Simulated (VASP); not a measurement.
Input of a VASP 6.6.1 run:

File POSCAR:

```
V
1.0
    2.3237246275      0.0000000000      0.0000000000
    0.0000000000      2.3237246275      0.0000000000
    0.0000000000      0.0000000000      2.3237246275
V
1
Direct
    0.0000000000      0.0000000000      0.0000000000
```

Contents of INCAR.step1:

```
SYSTEM = V
ALGO = Normal ; EDIFF = 1E-4
ENCUT = 520 ; GGA = PE
ISMEAR = -1 ; ISPIN = 2
LASPH = .TRUE. ; LCHARG = .FALSE.
LMAXMIX = 4 ; LREAL = .FALSE.
LWAVE = .TRUE. ; MAGMOM = 1
NBANDS = 16 ; NELM = 150
PREC = Accurate ; SIGMA = 0.05
```

The input INCAR.step2:

```
SYSTEM = V
ALGO = Normal ; EDIFF = 1E-7
ENCUT = 520 ; ISIF = 2
ISMEAR = -1 ; ISPIN = 2
ISTART = 1 ; LASPH = .TRUE.
LCHARG = .FALSE. ; LMAXMIX = 4
LMIXTAU = .TRUE. ; LORBIT = 11
LREAL = .FALSE. ; LWAVE = .FALSE.
MAGMOM = 1 ; METAGGA = R2SCAN
NBANDS = 16 ; NELM = 150
PREC = Accurate ; SIGMA = 0.05
```

KPOINTS

```
k-points
0
G
  15 15 15
  0 0 0
```

Potentials or basis: VASP PAW PBE potentials, release 64 (V_sv).

Launch:

```sh
$ cat potpaw_PBE.64/V_sv/POTCAR > POTCAR
$ cp INCAR.step1 INCAR
$ mpirun -np 1 vasp_std > vasp.out
$ cp INCAR.step2 INCAR
$ mpirun -np 1 vasp_std > vasp.out
```

Estimate the pressure.

27.5 GPa.

Estimate the net moment.

0.01 μB per cell.

Caveat: the cell stands under pressure; the PAW data sets were made with another functional, which shifts forces and pressure a little.
